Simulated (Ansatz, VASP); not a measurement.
Be4C: VASP beside Ansatz

```
Be C
1.0
    -2.09193    2.09193    2.60517
     2.09193   -2.09193    2.60517
     2.09193    2.09193   -2.60517
Be C
4 1
Direct
  0.59809 0.20228 0.10565
  0.09663 0.49244 0.89435
  0.20228 0.09663 0.60419
  0.49244 0.59809 0.39581
  0.90184 0.90184 0.00000
```

Alike in both runs: task relaxation of cell and atoms; functional PBE; k mesh 6 × 6 × 6; occupations gaussian, width 0.1 eV; no spin polarisation.

```csv
,VASP,Ansatz
version,VASP 6.6.1,Ansatz 0.2.0
potentials or method,"VASP PAW PBE potentials, release 64 (Be, C), cutoff 600 eV","scalar-relativistic, plane waves, PAW"
valence electrons in the cell,12,12
```

```csv
,VASP,Ansatz,Ansatz less VASP
"gap on the k mesh at the Fermi level, each at its own relaxed structure (eV)",none,none,-
relaxed volume (Å³/atom),7.49,7.46,-0.029
relaxed cell length with the largest relative difference (Å),3.668,3.664,-0.0040
```

A gap of «none» marks a metal or a gap that the smearing closes.

Noted on VASP's run: the volume moved by over 15 % at a fixed basis, so the end points are rough.
